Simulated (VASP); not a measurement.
Runs of VASP 6.6.1 on HfN. The structure is that of space group I4/mmm (No. 139), or close to it. The cells are those of the table. 

| cell | gap on the mesh (eV) | pressure (GPa) |
| --- | --- | --- |
| a = 3.131, b = 3.131, c = 3.195 Å, angles 59.3, 59.3, 61.3°, 2 atoms | none | 16.9 |
| a = 3.137, b = 3.137, c = 3.322 Å, angles 58.0, 58.0, 64.0°, 2 atoms | none | 15.1 |
| a = 3.070, b = 3.070, c = 3.195 Å, angles 58.6, 58.6, 62.7°, 2 atoms | none | (b) |
| a = 3.197, b = 3.197, c = 3.067 Å, angles 61.3, 61.3, 57.3°, 2 atoms | none | 20.7 |
| a = 3.264, b = 3.264, c = 3.067 Å, angles 62.0, 62.0, 56.0°, 2 atoms | none | (a) |
| a = 3.205, b = 3.205, c = 2.939 Å, angles 62.7, 62.7, 54.6°, 2 atoms | none | 54.3 |

Alike in all rows: task single point; level PBE; potentials or basis VASP PAW PBE potentials, release 64 (Hf_pv, N); no spin polarisation; k mesh 18 × 18 × 18; cutoff (eV) 520; smearing gaussian 0.15 eV.

**Question.** Fill in the values left out.

**Answer.** (a) 13.3; (b) 37.2.

Caveats: spin-orbit coupling is left out, which moves the levels of the heavy elements; an odd number of electrons without spin polarisation forces a metal; a magnetic or distorted state may lie lower; the stress differs along the axes, from 8 to 34 GPa (at least some runs); the stress differs along the axes, from -11 to 68 GPa (at least some runs); the stress differs along the axes, from 14 to 84 GPa (at least some runs); the stress differs along the axes, from -9 to 35 GPa (at least some runs).

A k mesh can miss the band edges, and the runs leave out spin-orbit coupling on Hf.

A gap of «none» marks levels without a gap at the run's occupations.
